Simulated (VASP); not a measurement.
## Si: single point with LDA

The system is Si.

```xyz
1
Lattice="2.5270 0.0000 0.0000 -1.2635 2.1884 0.0000 0.0000 0.0000 2.4916" Properties=species:S:1:pos:R:3 pbc="T T T"
Si    0.0000    0.0000    0.0000
```

This isn't the form of Si at room conditions, which is diamond.

```json
{
  "Program": "VASP 6.6.1",
  "Task": "single point",
  "Functional": "LDA",
  "Potentials or basis": "VASP PAW LDA potentials, release 64 (Si)",
  "Cutoff": "520 eV",
  "k mesh": "16 × 16 × 14",
  "Occupations": "fermi-dirac, width 0.1 eV",
  "Spin": "no spin polarisation"
}
```

The pressure is 7.4 GPa and the band gap on the k mesh is zero (bands 2 and 3 overlap by 11.04 eV).

Stress tensor (GPa, compression positive):
```
11.52  0.00  0.00
 0.00 11.52  0.00
 0.00  0.00 -0.88
```

Levels at points of the mesh, in eV from the Fermi level:
| k point | band 1 | band 2 | band 3 | band 4 | band 5 | band 6 |
| --- | --- | --- | --- | --- | --- | --- |
| (0.00, 0.00, 0.00) | -14.68 | 6.92 | 7.02 | 11.86 | 11.86 | 13.01 |
| (0.50, 0.00, 0.00) | -7.43 | -7.13 | 6.02 | 6.96 | 12.44 | 14.26 |
| (0.00, 0.00, 0.50) | -10.08 | -7.67 | 15.22 | 15.22 | 15.41 | 15.41 |
| (0.50, 0.00, 0.50) | -3.54 | -2.03 | -1.89 | 1.25 | 9.42 | 12.93 |

It took 18 s on 1 thread of Intel Xeon 8259CL, with other jobs on the host, peak memory 0.13 GiB.

Caveat: the cell stands under pressure.
